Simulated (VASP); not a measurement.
Crystal: Sn.

```
CELL_PARAMETERS angstrom
-1.89465 1.89465 1.89465
1.89465 -1.89465 1.89465
1.89465 1.89465 -1.89465
ATOMIC_POSITIONS crystal
Sn 0.00000 0.00000 0.00000
```

```yaml
Program: VASP 6.6.1
Task: relaxation of cell and atoms
Functional: PBEsol
Potentials_or_basis: VASP PAW PBE potentials, release 64 (Sn_d)
Cutoff: 600 eV
k_mesh: 20 × 20 × 20
Occupations: gaussian, width 0.1 eV
Spin: no spin polarisation
```

At the start: pressure -2.2 GPa; volume 27.20 Å³/atom.

Question: Where does the relaxation end?

Answer: Over 3 steps the energy falls by 8.5 meV/atom and the volume is 26.04 Å³/atom (-4.3 %); space group Im-3m (No. 229, to 0.05 Å).

Step by step:
```csv
step,energy change (eV),largest force (eV/Å),pressure (GPa),volume (Å³)
1,0.0000,0.0000,-2.23,27.20
2,-0.0079,0.0000,0.67,25.74
3,-0.0085,0.0000,0.01,26.04
```

Final structure:
```xyz
1
Lattice="-1.8671 1.8671 1.8671 1.8671 -1.8671 1.8671 1.8671 1.8671 -1.8671" Properties=species:S:1:pos:R:3 pbc="T T T"
Sn    0.0000    0.0000    0.0000
```

Caveat: the PAW data sets were made with another functional, which shifts forces and pressure a little.
